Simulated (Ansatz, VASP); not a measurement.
**KI in VASP and in Ansatz**

POSCAR

```
KI
1.0
    0.0000000000      3.8865762157      3.8865762157
    3.8865762157      0.0000000000      3.8865762157
    3.8865762157      3.8865762157      0.0000000000
K I
1 1
Direct
    0.0000000000      0.0000000000      0.0000000000
    0.2500000000      0.2500000000      0.2500000000
```

File INCAR.step1:

```
PREC = Accurate
ENCUT = 520
EDIFF = 1E-5
ISMEAR = 0
SIGMA = 0.01
LREAL = False
LASPH = True
NELM = 80
ALGO = Normal
ISIF = 2
LWAVE = True
LCHARG = False
GGA = PE
NBANDS = 15
```

Contents of INCAR.step2:

```
PREC = Accurate
ENCUT = 520
EDIFF = 1E-6
ISMEAR = 0
SIGMA = 0.01
LREAL = False
LASPH = True
NELM = 80
ALGO = Normal
ISIF = 2
LWAVE = False
LCHARG = False
GGA = PE
LHFCALC = True
HFSCREEN = 0.2079
PRECFOCK = Normal
ISTART = 1
NBANDS = 15
```

Contents of KPOINTS:

```
Automatic mesh
0
Gamma
  4 4 4
```

Input for Ansatz:

```yaml
crystal:
  lattice:
    - [0.0, 3.8865762157, 3.8865762157]
    - [3.8865762157, 0.0, 3.8865762157]
    - [3.8865762157, 3.8865762157, 0.0]
  atoms:
    - { symbol: K, position: [0.0, 0.0, 0.0] }
    - { symbol: I, position: [0.25, 0.25, 0.25] }
kpoints:
  mp_grid: { grid: [4, 4, 4] }
  band_path:
    path:
      - [0.0, 0.0, 0.0]
      - [-0.5, -0.5, 0.0]
      - [-0.375, -0.375, 0.25]
      - [-0.375, 0.0, 0.375]
      - [0.0, 0.0, 0.5]
      - [-0.5, -0.25, 0.25]
      - [0.0, 0.166667, -0.166667]
    npoints: 1
hamiltonian:
  xc: hse06
scf:
  occupations: { method: fixed }
  n_extra_bands: 4
output:
  forces: true
  stress: true
  eigenvalues: true
```

Change from the starting cell: hydrostatic strain -2.0%.

Alike in both runs: task single point; functional HSE06; k mesh 4 × 4 × 4; no spin polarisation.

```csv
,VASP,Ansatz
version,VASP 6.6.1,Ansatz 0.2.0
potentials or method,"VASP PAW PBE potentials, release 64 (K_sv, I)","plane waves, PAW"
plane-wave cutoff (eV),520,420
occupations,"gaussian, width 0.01 eV",fixed
valence electrons in the cell,16,26
```

VASP gave:

```
gap on the k mesh at the Fermi level (eV) : 4.98
pressure (GPa)                            : 0.6
```

Question: What did Ansatz give for the same quantities?

Answer: gap on the k mesh at the Fermi level (eV): 4.99; pressure (GPa): 0.6.

VASP's potentials hold 16 valence electrons a cell and Ansatz's 26, so a difference there can come from the potentials and not from the codes. Ansatz's warnings: stress exchange threshold loose, stress scf threshold loose.

Spin-orbit coupling is off throughout.
